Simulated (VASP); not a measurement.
**BaTiO3: single point with PBE**

The system is BaTiO3.

```xyz
5
Lattice="2.8277 1.6326 2.2482 -2.8277 1.6326 2.2482 0.0000 -3.2651 2.2482" Properties=species:S:1:pos:R:3 pbc="T T T"
Ba    0.0000    0.0000    0.0000
Ti    0.0000    0.0000    3.4667
O     0.0000   -1.5996    4.4170
O    -1.3853    0.7998    4.4170
O     1.3853    0.7998    4.4170
```

This cell differs from its parent crystal: zz strain of -3 %.

```yaml
Program: VASP 6.6.1
Task: single point
Functional: PBE
Potentials_or_basis: VASP PAW PBE potentials, release 64 (Ba_sv, Ti_sv, O)
Cutoff: 520 eV
k_mesh: 9 × 9 × 9
Occupations: fermi-dirac, width 0.05 eV
Spin: no spin polarisation
```

| Quantity | Value |
| --- | --- |
| Pressure | 12.7 GPa |
| Largest force | 0.509 eV/Å |
| Band gap on the k mesh | 2.44 eV, indirect (least direct gap 2.80 eV) |

Forces in eV/Å, atoms in the order of the input:
```
Ba   0.000  0.000  0.075
Ti   0.000  0.000 -0.509
O    0.000 -0.344  0.145
O   -0.298  0.172  0.145
O    0.298  0.172  0.145
```

Stress tensor (GPa, compression positive):
```
10.36  0.00  0.00
 0.00 10.36  0.00
 0.00  0.00 17.38
```

Levels at points of the mesh, in eV from the valence-band top:
| k point | band 18 | band 19 | band 20 | band 21 | band 22 | band 23 |
| --- | --- | --- | --- | --- | --- | --- |
| (0.00, 0.00, 0.00) | -0.41 | -0.41 | -0.39 | 2.44 | 2.44 | 2.49 |

Wall time 100 s on 1 thread of Intel(R) Xeon(R) Platinum 8488C (Sapphire Rapids), with other jobs on the host, peak memory 0.27 GiB.

Caveat: the cell differs from its parent crystal (zz strain of -3 %); spin-orbit coupling is left out, which moves the levels of the heavy elements. A k mesh can miss the band edges.
